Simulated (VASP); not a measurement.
# Zn2SbO3 (P6/mmm) in VASP: notebook

Zn2SbO3 is run at these levels: PBE; tasks: single point.

Everything below comes from runs of VASP 6.6.1. Logs are shortened: lines on timing, memory, paths and dates and some standing lists are left out, and cuts for length are marked.

## 1. The cell of the first run

It takes space group P6/mmm (No. 191, hexagonal). The conventional cell has a = 6.244 Å, b = 6.244 Å, c = 3.303 Å, α = 90.00°, β = 90.00°, γ = 120.00°. Zn (site symmetry -6m2) has 3 O at 1.80 Å within 2.4 Å. Within 4.1 Å of Sb (site symmetry 6/mmm) lie 6 O at 3.12 Å and 2 Sb at 3.30 Å and 6 Zn at 3.60 Å. Within 2.4 Å of O (site symmetry mmm) lie 2 Zn at 1.80 Å.

The cell was built from a structure type or drawn by symmetry, and may not be a known phase.

## 2. Single point, PBE

INCAR reads:

```
PREC     = Accurate       # precision mode
ENCUT    = 600            # plane-wave cutoff, eV
EDIFF    = 1E-6           # SCF threshold, eV
ISMEAR   = 0              # smearing method
SIGMA    = 0.1            # smearing width, eV
LREAL    = False          # projectors in reciprocal space
LASPH    = True           # aspherical terms in the spheres
NELM     = 120            # most SCF steps
ALGO     = Normal         # electronic algorithm
ISIF     = 2              # what is computed and relaxed
LWAVE    = False          # write WAVECAR
LCHARG   = True           # write CHGCAR
GGA      = PE             # functional
LELF     = True           # ELF
LVHAR    = True         
NBANDS   = 38             # bands
GGA_COMPAT= False
```

KPOINTS reads:

```
Automatic mesh
0
Gamma
  3 3 6
```

POSCAR reads:

```
Zn2SbO3
1.0
    6.2440343575      0.0000000000      0.0000000000
   -3.1220171788      5.4074923757      0.0000000000
    0.0000000000      0.0000000000      3.3028325670
Zn Sb O
2 1 3
Direct
    0.3333333333      0.6666666667      0.0000000000
    0.6666666667      0.3333333333      0.0000000000
    0.0000000000      0.0000000000      0.0000000000
    0.5000000000      0.0000000000      0.0000000000
    0.0000000000      0.5000000000      0.0000000000
    0.5000000000      0.5000000000      0.0000000000
```

Potentials or basis: VASP PAW PBE potentials, release 64 (Zn, Sb_d_GW, O).

Launch:

```console
$ cat potpaw_PBE.64/Zn/POTCAR potpaw_PBE.64/Sb_d_GW/POTCAR potpaw_PBE.64/O/POTCAR > POTCAR
$ mpirun -np 1 vasp_std > vasp.out
```

OUTCAR:

```text
PREC = Accurate
   ENCUT = 600
   EDIFF = 1E-6
   ISMEAR = 0
   LREAL = False
   LASPH = True
   NELM = 120
   ISIF = 2
   GGA = PE

 ion  position               nearest neighbor table
   1  0.333  0.667  0.000-   5 1.80   4 1.80   6 1.80
   2  0.667  0.333  0.000-   5 1.80   4 1.80   6 1.80
   3  0.000  0.000  0.000-
   4  0.500  0.000  0.000-   1 1.80   2 1.80
   5  0.000  0.500  0.000-   1 1.80   2 1.80
   6  0.500  0.500  0.000-   1 1.80   2 1.80

  LATTYP: Found a hexagonal cell.
 ALAT       =     6.2440343575
 C/A-ratio  =     0.5289581027

  Lattice vectors:

 A1 = (   6.2440343575,   0.0000000000,   0.0000000000)
 A2 = (  -3.1220171788,   5.4074923757,   0.0000000000)
 A3 = (   0.0000000000,   0.0000000000,   3.3028325670)

Analysis of symmetry for initial positions (statically):
=====================================================================
 Subroutine PRICEL returns:
 Original cell was already a primitive cell.

 Routine SETGRP: Setting up the symmetry group for a
 hexagonal supercell.

 Subroutine GETGRP returns: Found 24 space group operations
 (whereof 24 operations were pure point group operations)
 out of a pool of 24 trial point group operations.

The static configuration has the point symmetry D_6h.

Analysis of symmetry for dynamics (positions and initial velocities):
=====================================================================
 Subroutine PRICEL returns:
 Original cell was already a primitive cell.

 Routine SETGRP: Setting up the symmetry group for a
 hexagonal supercell.

 Subroutine GETGRP returns: Found 24 space group operations
 (whereof 24 operations were pure point group operations)
 out of a pool of 24 trial point group operations.

The dynamic configuration has the point symmetry D_6h.

 Subroutine INISYM returns: Found 24 space group operations
 (whereof 24 operations are pure point group operations),
 and found     1 'primitive' translations

----------------------------------------------------------------------------------------

                                     Primitive cell

  volume of cell :     111.5187

[... 81 lines left out ...]
   ENCUT  =  600.0 eV  44.10 Ry    6.64 a.u.  12.47 12.47  6.60*2*pi/ulx,y,z
   NELM   =    120;   NELMIN=  2; NELMDL= -5     # of ELM steps
   EDIFF  = 0.1E-05   stopping-criterion for ELM
   LREAL  =      F    real-space projection
   EDIFFG = 0.1E-04   stopping-criterion for IOM
   NSW    =      0    number of steps for IOM
   IBRION =     -1    ionic relax: 0-MD 1-quasi-New 2-CG
   NFREE  =      0    steps in history (QN), initial steepest desc. (CG)
   ISIF   =      2    stress and relaxation
   ISYM   =      2    0-nonsym 1-usesym 2-fastsym
   POTIM  = 0.5000    time-step for ionic-motion
   TEBEG  =    0.0;   TEEND  =   0.0 temperature during run
   PSTRESS=    0.0 pullay stress
   NELECT =      57.0000    total number of electrons
   NUPDOWN=      -1.0000    fix difference up-down
   EMIN   =  10.00;   EMAX   =-10.00  energy-range for DOS
   EFERMI =   0.00;   METHOD = LEGACY
   ISMEAR =     0;   SIGMA  =   0.10  broadening in eV -4-tet -1-fermi 0-gaus
   EFERMI_NEDOS =   21; number of points for ismear=-14 and -15
   IALGO  =     38    algorithm
   IMIX   =      4    mixing-type and parameters
     AMIX     =   0.40;   BMIX     =  1.00
     AMIX_MAG =   1.60;   BMIX_MAG =  1.00
  volume/ion in A,a.u.               =      18.59       125.43
  Fermi-wavevector in a.u.,A,eV,Ry     =   1.308932  2.473523 23.310914  1.713304
  Thomas-Fermi vector in A             =   2.439566
   LORBIT       =      0    0 simple, 1 ext, 2 COOP (PROOUT), +10 PAW based schemes
   GGA     = PE    functional components
   LHFCALC =     F    Hartree Fock is set to
   AEXX    =    0.0000 exact exchange contribution
   IVDW    =     0    specifies the selected vdW correction
   LEPSILON=     F    determine dielectric tensor
   LRPA    =     F    only Hartree local field effects (RPA)
 non-spin polarized calculation
 Gauss-broadening in eV      SIGMA  =   0.10
  energy-cutoff  :      600.00
  volume of cell :      111.52
 maximum number of plane-waves:      3745
 NGX is ok and might be reduce to    50
   NGX = 25   NGY = 25   NGZ = 13

 number of electron      57.0000041 magnetization

 Free energy of the ion-electron system (eV)
  ---------------------------------------------------
  ext. energy  EPLUGINS =         0.00000000
  ---------------------------------------------------
  free energy    TOTEN  =       -23.80855302 eV

  energy without entropy =      -23.79542652  energy(sigma->0) =      -23.80198977

 E-fermi :   0.5109     XC(G=0):  -9.1867

 val. band max:        0.4619707999   @ k =   0.0000   0.0000   0.5000
 cond. band min:       0.5478771385   @ k =   0.3333  -0.0000   0.0000
 fundamental gap:      0.0859063386
 Fermi energy:         0.5109007455

 k-point     1 :       0.0000    0.0000    0.0000
  band No.  band energies     occupation
      1     -29.2711      2.00000
      2     -29.2711      2.00000
      3     -29.1488      2.00000
      4     -29.1442      2.00000
      5     -29.1442      2.00000
      6     -16.8336      2.00000
[... 481 lines left out ...]
     37       9.3050      0.00000
     38      10.2727      0.00000

------------------------ aborting loop because EDIFF is reached ----------------------------------------

  FORCE on cell =-STRESS in cart. coord.  units (eV):
  Direction    XX          YY          ZZ          XY          YZ          ZX
  --------------------------------------------------------------------------------------
  -------------------------------------------------------------------------------------
  Total        0.5960131      0.5960131     -0.1784533     -0.0000000     -0.0000000      0.0000000
  in kB        8.5628564      8.5628564     -2.5638190     -0.0000000     -0.0000000      0.0000000
  external PRESSURE =       4.8539646 kB  Pullay stress =       0.0000000 kB

 VOLUME and BASIS-vectors are now :
 -----------------------------------------------------------------------------
  energy-cutoff  :      600.00
  volume of cell :      111.52
      direct lattice vectors                 reciprocal lattice vectors
     6.244034358  0.000000000  0.000000000     0.160152866  0.092464301  0.000000000
    -3.122017179  5.407492376  0.000000000     0.000000000  0.184928601  0.000000000
     0.000000000  0.000000000  3.302832567     0.000000000  0.000000000  0.302770419

 POSITION                                       TOTAL-FORCE (eV/Angst)
 -----------------------------------------------------------------------------------
     -0.00000      3.60499      0.00000         0.000000     -0.000000      0.000000
      3.12202      1.80250      0.00000        -0.000000      0.000000      0.000000
      0.00000      0.00000      0.00000         0.000000      0.000000      0.000000
      3.12202      0.00000      0.00000         0.000000      0.000000      0.000000
     -1.56101      2.70375      0.00000         0.000000      0.000000      0.000000
      1.56101      2.70375      0.00000         0.000000      0.000000      0.000000
 -----------------------------------------------------------------------------------
    total drift:                                0.000000     -0.000000     -0.000000

  FREE ENERGIE OF THE ION-ELECTRON SYSTEM (eV)
  ---------------------------------------------------
  free  energy   TOTEN  =       -23.8085530163 eV

  energy  without entropy=      -23.7954265214  energy(sigma->0) =      -23.80198977
```

Run time: 66 s. Hardware: 1 thread of Intel Xeon 6975P-C (Granite Rapids), shared host; peak memory 0.28 GiB.

Results:

* Free energy: -23.8086 eV
* Pressure: 0.5 GPa
* Band gap on the k mesh: zero (an odd number of electrons rules out a gap without spin polarisation)

Stress tensor (GPa, compression positive):
```
 0.86  0.00  0.00
 0.00  0.86  0.00
 0.00  0.00 -0.26
```

Caveat: the k points lie up to 0.39 Å⁻¹ apart, too coarse for converged energies and pressures of a metal; spin-orbit coupling is left out, which moves the levels of the heavy elements; an odd number of electrons without spin polarisation forces a metal; a magnetic or distorted state may lie lower.

## 3. Single point, PBE

This run uses another cell than the first one, of 18.23 Å³/atom.

INCAR reads:

```
SYSTEM = Zn2SbO3
  PREC = Accurate
  ENCUT = 600
  EDIFF = 1E-6
  ISMEAR = 0
  SIGMA = 0.1
  LREAL = .FALSE.
  LASPH = .TRUE.
  NELM = 120
  ALGO = Normal
  ISIF = 2
  LWAVE = .FALSE.
  LCHARG = .FALSE.
  GGA = PE
  NBANDS = 38
  GGA_COMPAT = .FALSE.
```

KPOINTS reads:

```
Automatic mesh
0
G
  6 6 12
  0 0 0
```

POSCAR: that of step 2 with these lines changed.

```diff
@@ -2,5 +2,5 @@
 1.0
-    6.2440343575      0.0000000000      0.0000000000
-   -3.1220171788      5.4074923757      0.0000000000
-    0.0000000000      0.0000000000      3.3028325670
+    6.2532715814      0.0000000000      0.0000000000
+   -3.1266357907      5.4154920462      0.0000000000
+    0.0000000000      0.0000000000      3.2307885987
 Zn Sb O
```

Potentials or basis: VASP PAW PBE potentials, release 64 (Zn, Sb_d_GW, O).

Launch:

```console
$ cat potpaw_PBE.64/Zn/POTCAR potpaw_PBE.64/Sb_d_GW/POTCAR potpaw_PBE.64/O/POTCAR > POTCAR
$ mpirun -np 1 vasp_std > vasp.out
```

Wall time 3.6 min (1 thread of Intel Xeon 6975P-C (Granite Rapids), shared host); peak memory 0.42 GiB.

The run converged. Its results:

* Free energy: -23.7430 eV
* Pressure: 0.5 GPa
* Band gap on the k mesh: zero (an odd number of electrons rules out a gap without spin polarisation)

Stress tensor (GPa, compression positive):
```
 0.82  0.00  0.00
 0.00  0.82  0.00
 0.00  0.00 -0.27
```

Levels at points of the mesh, in eV from the Fermi level:
| k point | band 26 | band 27 | band 28 | band 29 | band 30 | band 31 | band 32 | band 33 |
| --- | --- | --- | --- | --- | --- | --- | --- | --- |
| (0.00, 0.00, 0.00) | -0.38 | -0.02 | -0.02 | 1.45 | 1.45 | 2.64 | 4.52 | 6.77 |
| (0.50, 0.00, 0.00) | -0.71 | -0.38 | -0.36 | -0.02 | 0.92 | 4.45 | 4.73 | 5.40 |
| (0.00, 0.00, 0.50) | -0.94 | -0.94 | -0.02 | -0.02 | 2.54 | 2.54 | 4.11 | 5.96 |
| (0.50, 0.00, 0.50) | -1.59 | -0.95 | -0.62 | -0.25 | 0.96 | 2.12 | 5.02 | 5.46 |

Caveat: spin-orbit coupling is left out, which moves the levels of the heavy elements; an odd number of electrons without spin polarisation forces a metal; a magnetic or distorted state may lie lower.

(Part 1 of 2 ends here.)
